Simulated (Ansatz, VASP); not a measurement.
One calculation of Ru, two programs

```
Ru
1.0
     0.00000    1.89229    1.89229
     1.89229    0.00000    1.89229
     1.89229    1.89229    0.00000
Ru
1
Direct
  0.00000 0.00000 0.00000
```

Alike in both runs: functional r2SCAN; k mesh 18 × 18 × 18; occupations gaussian, width 0.1 eV; no spin polarisation.

Ansatz relaxed the structure, and its values are those at the end. VASP's run is a single point on that final structure, the one shown.

|  | VASP | Ansatz |
| --- | --- | --- |
| version | VASP 6.6.1 | Ansatz 0.2.0 |
| potentials or method | VASP PAW PBE potentials, release 64 (Ru_sv), cutoff 620 eV | scalar-relativistic, plane waves, PAW |
| valence electrons in the cell | 16 | 16 |

```tsv
	VASP	Ansatz	Ansatz less VASP
gap on the k mesh at the Fermi level (eV)	none	none	-
pressure (GPa)	0.1	0.0	-0.14
```

VASP's potentials were made for PBE, not for r2SCAN. A gap of «none» marks a metal or a gap that the smearing closes. The functional is the same, so the differences come from potentials, cutoffs and numerics.
